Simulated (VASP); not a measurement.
LiMg3, 4 atoms in the cell. Symmetry: Fm-3m, No. 225, cubic system. The conventional cell has a = 6.967 Å, b = 6.967 Å, c = 6.967 Å, α = 90.00°, β = 90.00°, γ = 90.00°. Li (site symmetry m-3m) has 14 Mg at 3.02 to 3.48 Å within 4.0 Å. Within 4.0 Å of Mg (site symmetry m-3m) lie 8 Mg at 3.02 Å and 6 Li at 3.48 Å. Within 4.0 Å of Mg (site symmetry -43m) lie 4 Li at 3.02 Å and 10 Mg at 3.02 to 3.48 Å. 

```yaml
Program: VASP 6.6.1
Task: relaxation of cell and atoms
Functional: LDA
Potentials_or_basis: VASP PAW LDA potentials, release 64 (Li_sv, Mg)
Cutoff: 600 eV
k_mesh: 6 × 6 × 6
Occupations: fermi-dirac, width 0.1 eV
Spin: no spin polarisation
Dipole_correction: no
Further_INCAR_settings: ALGO = Normal; EDIFF = 1e-06; IBRION = 2; EDIFFG = -0.01; NSW = 80; ISIF = 3
```

Potentials or basis: VASP PAW LDA potentials, release 64 (Li_sv, Mg).

Run with:

```console
$ cat potpaw_LDA.64/Li_sv/POTCAR potpaw_LDA.64/Mg/POTCAR > POTCAR
$ mpirun -np 1 vasp_std > vasp.out
```

Hardware: 1 thread of AMD EPYC 9R45 96-Core Processor (Zen 5) (shared host).

Question: How long does it take, and how much memory?

Answer: It took 19 s on 1 thread of AMD EPYC 9R45 96-Core Processor (Zen 5) (shared host), peak memory 0.17 GiB. Counts: scf iterations 25, k points 16, ion steps 3.
